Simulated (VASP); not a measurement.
# W (Im-3m) in VASP: further runs

The runs below take W through single point, relaxation of cell and atoms, with PBEsol.

Program: VASP 6.6.1. These are calculated values, not measurements. Logs are shortened: lines on timing, memory, paths and dates and some standing lists are left out, and cuts for length are marked.

## 1. The cell of the first run

It takes space group Im-3m (No. 229, cubic). Conventional cell: a = 3.155 Å, b = 3.155 Å, c = 3.155 Å, α = 90.00°, β = 90.00°, γ = 90.00°. W (site symmetry m-3m) has 14 W at 2.73 to 3.16 Å within 3.6 Å.

## 2. Single point, PBEsol

File INCAR:

```
  PREC = Accurate
  ENCUT = 520
  EDIFF = 1E-7
  ISMEAR = 0
  SIGMA = 0.1
  LREAL = False
  LASPH = True
  NELM = 100
  ALGO = Normal
  ISIF = 2
  LWAVE = False
  LCHARG = True
  GGA = PS
  LELF = True
  LVHAR = True
  NBANDS = 13
```

File KPOINTS:

```
regular mesh
0
Gamma
  8 8 8
```

File POSCAR:

```
W
1.0
   -1.5777232504      1.5777232504      1.5777232504
    1.5777232504     -1.5777232504      1.5777232504
    1.5777232504      1.5777232504     -1.5777232504
W
1
Direct
    0.0000000000      0.0000000000      0.0000000000
```

Potentials or basis: VASP PAW PBE potentials, release 64 (W_sv).

Run with:

```
cat potpaw_PBE.64/W_sv/POTCAR > POTCAR
mpirun -np 1 vasp_std > vasp.out
```

OUTCAR:

```text
PREC = Accurate
   ENCUT = 520
   EDIFF = 1E-7
   ISMEAR = 0
   LREAL = False
   LASPH = True
   NELM = 100
   ISIF = 2
   GGA = PS

 ion  position               nearest neighbor table
   1  0.000  0.000  0.000-

  LATTYP: Found a body centered cubic cell.
 ALAT       =     3.1554465008

  Lattice vectors:

 A1 = (  -1.5777232504,   1.5777232504,   1.5777232504)
 A2 = (   1.5777232504,  -1.5777232504,   1.5777232504)
 A3 = (   1.5777232504,   1.5777232504,  -1.5777232504)

Analysis of symmetry for initial positions (statically):
=====================================================================
 Subroutine PRICEL returns:
 Original cell was already a primitive cell.

 Routine SETGRP: Setting up the symmetry group for a
 body centered cubic supercell.

 Subroutine GETGRP returns: Found 48 space group operations
 (whereof 48 operations were pure point group operations)
 out of a pool of 48 trial point group operations.

The static configuration has the point symmetry O_h .

Analysis of symmetry for dynamics (positions and initial velocities):
=====================================================================
 Subroutine PRICEL returns:
 Original cell was already a primitive cell.

 Routine SETGRP: Setting up the symmetry group for a
 body centered cubic supercell.

 Subroutine GETGRP returns: Found 48 space group operations
 (whereof 48 operations were pure point group operations)
 out of a pool of 48 trial point group operations.

The dynamic configuration has the point symmetry O_h .

 Subroutine INISYM returns: Found 48 space group operations
 (whereof 48 operations are pure point group operations),
 and found     1 'primitive' translations

----------------------------------------------------------------------------------------

                                     Primitive cell

  volume of cell :      15.7091

  direct lattice vectors                    reciprocal lattice vectors
    -1.577723250  1.577723250  1.577723250     0.000000000  0.316912361  0.316912361
     1.577723250 -1.577723250  1.577723250     0.316912361  0.000000000  0.316912361
     1.577723250  1.577723250 -1.577723250     0.316912361  0.316912361  0.000000000

  length of vectors
     2.732696830  2.732696830  2.732696830     0.448181759  0.448181759  0.448181759

  position of ions in fractional coordinates (direct lattice)
     0.000000000  0.000000000  0.000000000

  ion indices of the primitive-cell ions
   primitive index   ion index
                 1           1

----------------------------------------------------------------------------------------

 KPOINTS: regular mesh

Automatic generation of k-mesh.
 Grid dimensions read from file:
 generate k-points for:    8    8    8

 Generating k-lattice:

  Cartesian coordinates                     Fractional coordinates (reciprocal lattice)
     0.000000000  0.039614045  0.039614045     0.125000000  0.000000000  0.000000000
     0.039614045  0.000000000  0.039614045     0.000000000  0.125000000  0.000000000
     0.039614045  0.039614045  0.000000000     0.000000000  0.000000000  0.125000000

  Length of vectors
     0.056022720  0.056022720  0.056022720

  Shift w.r.t. Gamma in fractional coordinates (k-lattice)
     0.000000000  0.000000000  0.000000000

 Subroutine IBZKPT returns following result:
 ===========================================

 Found     29 irreducible k-points:

 Following reciprocal coordinates:
            Coordinates               Weight
  0.000000  0.000000  0.000000      1.000000
  0.125000  0.000000  0.000000     12.000000
  0.250000  0.000000  0.000000     12.000000
  0.375000  0.000000  0.000000     12.000000
  0.500000  0.000000  0.000000      6.000000
  0.125000  0.125000  0.000000     24.000000
[... 16 lines left out ...]
 -0.250000  0.250000  0.250000      6.000000
 -0.375000  0.375000  0.250000     24.000000
 [... further k-points ...]
   k-points           NKPTS =     29   k-points in BZ     NKDIM =     29   number of bands    NBANDS=     13
   number of dos      NEDOS =    301   number of ions     NIONS =      1
   total plane-waves  NPLWV =   8000
   dimension x,y,z NGX =    20 NGY =   20 NGZ =   20
   dimension x,y,z NGXF=    40 NGYF=   40 NGZF=   40
   ions per type =               1
   NGX,Y,Z   is equivalent  to a cutoff of  12.17, 12.17, 12.17 a.u.
   NGXF,Y,Z  is equivalent  to a cutoff of  24.33, 24.33, 24.33 a.u.
 SYSTEM =  unknown system
   PREC   = accura    normal or accurate (medium, high low for compatibility)
   ISTART =      0    job   : 0-new  1-cont  2-samecut
   ICHARG =      2    charge: 1-file 2-atom 10-const
   ISPIN  =      1    spin polarized calculation?
   LNONCOLLINEAR =      F non collinear calculations
   LSORBIT =      F    spin-orbit coupling
   LASPH  =      T    aspherical Exc in radial PAW
   ENCUT  =  520.0 eV  38.22 Ry    6.18 a.u.   5.08  5.08  5.08*2*pi/ulx,y,z
   NELM   =    100;   NELMIN=  2; NELMDL= -5     # of ELM steps
   EDIFF  = 0.1E-06   stopping-criterion for ELM
   LREAL  =      F    real-space projection
   EDIFFG = 0.1E-05   stopping-criterion for IOM
   NSW    =      0    number of steps for IOM
   IBRION =     -1    ionic relax: 0-MD 1-quasi-New 2-CG
   NFREE  =      0    steps in history (QN), initial steepest desc. (CG)
   ISIF   =      2    stress and relaxation
   ISYM   =      2    0-nonsym 1-usesym 2-fastsym
   POTIM  = 0.5000    time-step for ionic-motion
   TEBEG  =    0.0;   TEEND  =   0.0 temperature during run
   PSTRESS=    0.0 pullay stress
   NELECT =      14.0000    total number of electrons
   NUPDOWN=      -1.0000    fix difference up-down
   EMIN   =  10.00;   EMAX   =-10.00  energy-range for DOS
   EFERMI =   0.00;   METHOD = LEGACY
   ISMEAR =     0;   SIGMA  =   0.10  broadening in eV -4-tet -1-fermi 0-gaus
   EFERMI_NEDOS =   21; number of points for ismear=-14 and -15
   IALGO  =     38    algorithm
   IMIX   =      4    mixing-type and parameters
     AMIX     =   0.40;   BMIX     =  1.00
     AMIX_MAG =   1.60;   BMIX_MAG =  1.00
  volume/ion in A,a.u.               =      15.71       106.01
  Fermi-wavevector in a.u.,A,eV,Ry     =   1.575433  2.977137 33.769525  2.481990
  Thomas-Fermi vector in A             =   2.676418
   LORBIT       =      0    0 simple, 1 ext, 2 COOP (PROOUT), +10 PAW based schemes
   GGA     = PS    functional components
   LHFCALC =     F    Hartree Fock is set to
   AEXX    =    0.0000 exact exchange contribution
   IVDW    =     0    specifies the selected vdW correction
   LEPSILON=     F    determine dielectric tensor
   LRPA    =     F    only Hartree local field effects (RPA)
 non-spin polarized calculation
 Gauss-broadening in eV      SIGMA  =   0.10
  energy-cutoff  :      520.00
  volume of cell :       15.71
 maximum number of plane-waves:       429
   NGX = 11   NGY = 11   NGZ = 11

 number of electron      14.0000005 magnetization

 Free energy of the ion-electron system (eV)
  ---------------------------------------------------
  ext. energy  EPLUGINS =         0.00000000
  ---------------------------------------------------
  free energy    TOTEN  =       -13.80468021 eV

  energy without entropy =      -13.80467840  energy(sigma->0) =      -13.80467930

 E-fermi :  11.1736     XC(G=0): -13.8122

 val. band max:       10.8916912892   @ k =   0.1250   0.0000   0.0000
 cond. band min:      11.4564900074   @ k =  -0.2500   0.2500   0.1250
 fundamental gap:      0.5647987182
 Fermi energy:        11.1735810678

 k-point     1 :       0.0000    0.0000    0.0000
  band No.  band energies     occupation
      1     -62.7282      2.00000
      2     -26.2724      2.00000
      3     -26.2724      2.00000
      4     -26.2724      2.00000
      5       1.7030      2.00000
      6      10.1582      2.00000
      7      10.1582      2.00000
      8      10.1582      2.00000
      9      13.6617      0.00000
     10      13.6617      0.00000
     11      25.9680      0.00000
     12      25.9680      0.00000
     13      25.9680      0.00000

 k-point     2 :       0.1250    0.0000    0.0000
  band No.  band energies     occupation
      1     -62.7078      2.00000
      2     -26.4821      2.00000
      3     -26.3379      2.00000
      4     -26.2735      2.00000
      5       2.4425      2.00000
      6       9.7244      2.00000
      7      10.0085      2.00000
      8      10.8917      1.99993
      9      13.1135      0.00000
     10      13.6780      0.00000
     11      26.5224      0.00000
     12      27.2336      0.00000
     13      27.6004      0.00000

 k-point     3 :       0.2500    0.0000    0.0000
  band No.  band energies     occupation
      1     -62.6583      2.00000
      2     -26.9663      2.00000
      3     -26.4930      2.00000
      4     -26.2763      2.00000
      5       4.1411      2.00000
      6       8.8257      2.00000
      7       9.5275      2.00000
      8      12.9617      0.00000
      9      13.0381      0.00000
     10      13.8555      0.00000
     11      26.2355      0.00000
     12      28.0795      0.00000
     13      30.5789      0.00000
[... 305 lines left out ...]
 k-point    23 :      -0.2500    0.2500    0.2500
  band No.  band energies     occupation
      1     -62.5974      2.00000
      2     -26.9911      2.00000
      3     -26.7314      2.00000
      4     -26.7314      2.00000
      5       6.1668      2.00000
      6       8.5263      2.00000
      7      10.8684      1.99998
      8      10.8684      1.99998
      9      12.7816      0.00000
     10      14.9252      0.00000
     11      25.9813      0.00000
     12      31.0949      0.00000
     13      31.0949      0.00000

 k-point    24 :      -0.3750    0.3750    0.2500
  band No.  band energies     occupation
      1     -62.5540      2.00000
      2     -27.2684      2.00000
      3     -26.8942      2.00000
      4     -26.7707      2.00000
      5       6.8086      2.00000
      6       7.5225      2.00000
      7      10.8726      1.99998
      8      11.6747      0.00000
      9      15.1887      0.00000
     10      15.8440      0.00000
     11      25.2379      0.00000
     12      27.7734      0.00000
     13      28.8844      0.00000

 [... further k-points ...]
[... 5 lines left out ...]
  --------------------------------------------------------------------------------------
  -------------------------------------------------------------------------------------
  Total        0.0724072      0.0724072      0.0724072      0.0000000      0.0000000     -0.0000000
  in kB        7.3848213      7.3848213      7.3848213      0.0000000      0.0000000     -0.0000000
  external PRESSURE =       7.3848213 kB  Pullay stress =       0.0000000 kB

 VOLUME and BASIS-vectors are now :
 -----------------------------------------------------------------------------
  energy-cutoff  :      520.00
  volume of cell :       15.71
      direct lattice vectors                 reciprocal lattice vectors
    -1.577723250  1.577723250  1.577723250     0.000000000  0.316912361  0.316912361
     1.577723250 -1.577723250  1.577723250     0.316912361  0.000000000  0.316912361
     1.577723250  1.577723250 -1.577723250     0.316912361  0.316912361  0.000000000

 POSITION                                       TOTAL-FORCE (eV/Angst)
 -----------------------------------------------------------------------------------
      0.00000      0.00000      0.00000        -0.000000      0.000000      0.000000
 -----------------------------------------------------------------------------------
    total drift:                                0.000000     -0.000000      0.000000

  FREE ENERGIE OF THE ION-ELECTRON SYSTEM (eV)
  ---------------------------------------------------
  free  energy   TOTEN  =       -13.8046802096 eV

  energy  without entropy=      -13.8046783983  energy(sigma->0) =      -13.80467930
```

Wall time 4 s (1 thread of Intel Xeon Platinum 8488C (Sapphire Rapids), shared host); peak memory 0.12 GiB.

What came out:

* Free energy: -13.8047 eV
* Pressure: 0.7 GPa
* Band gap on the k mesh: zero (band 7 reaches 16.65 eV, above the bottom of band 8 at 10.16 eV)

Caveat: the PAW data sets were made with another functional, which shifts forces and pressure a little; spin-orbit coupling is left out, which moves the levels of the heavy elements.

## 3. Single point, PBEsol

File INCAR:

```
SYSTEM = W
PREC     = Accurate       ! precision mode
ENCUT    = 520            ! plane-wave cutoff, eV
EDIFF    = 1E-6           ! SCF threshold, eV
ISMEAR   = 0              ! smearing method
SIGMA    = 0.1            ! smearing width, eV
LREAL    = .False.        ! projectors in reciprocal space
LASPH    = .True.         ! aspherical terms in the spheres
NELM     = 60             ! most SCF steps
ALGO     = Normal         ! electronic algorithm
ISIF     = 2              ! what is computed and relaxed
LWAVE    = .False.        ! write WAVECAR
LCHARG   = .False.        ! write CHGCAR
GGA      = PS             ! functional
NBANDS   = 13             ! bands
```

File KPOINTS:

```
Automatic mesh
0
Gamma
  18 18 18
  0 0 0
```

File POSCAR:

```
W
1.0
   -1.5772668839      1.5772668839      1.5772668839
    1.5772668839     -1.5772668839      1.5772668839
    1.5772668839      1.5772668839     -1.5772668839
W
1
Direct
    0.0000000000      0.0000000000      0.0000000000
```

Potentials or basis: VASP PAW PBE potentials, release 64 (W_sv).

Run with:

```
cat potpaw_PBE.64/W_sv/POTCAR > POTCAR
mpirun -np 1 vasp_std > vasp.out
```

Wall time 14 s (1 thread of Intel Xeon Platinum 8488C (Sapphire Rapids), shared host); peak memory 0.15 GiB.

It converged, with:

| Quantity | Value |
| --- | --- |
| Free energy | -13.8015 eV |
| Pressure | 0.6 GPa |
| Band gap on the k mesh | zero (band 7 reaches 16.67 eV, above the bottom of band 8 at 10.17 eV) |

Levels at points of the mesh, in eV from the Fermi level:
| k point | band 5 | band 6 | band 7 | band 8 | band 9 | band 10 |
| --- | --- | --- | --- | --- | --- | --- |
| (0.00, 0.00, 0.00) | -9.70 | -1.24 | -1.24 | -1.24 | 2.27 | 2.27 |
| (0.50, 0.00, 0.00) | -6.35 | -3.61 | 0.74 | 2.17 | 3.16 | 6.27 |
| (0.50, 0.50, 0.50) | -5.92 | -5.92 | 5.26 | 5.26 | 5.26 | 8.34 |

Caveat: the PAW data sets were made with another functional, which shifts forces and pressure a little; spin-orbit coupling is left out, which moves the levels of the heavy elements.

[end of part 1 of 2]
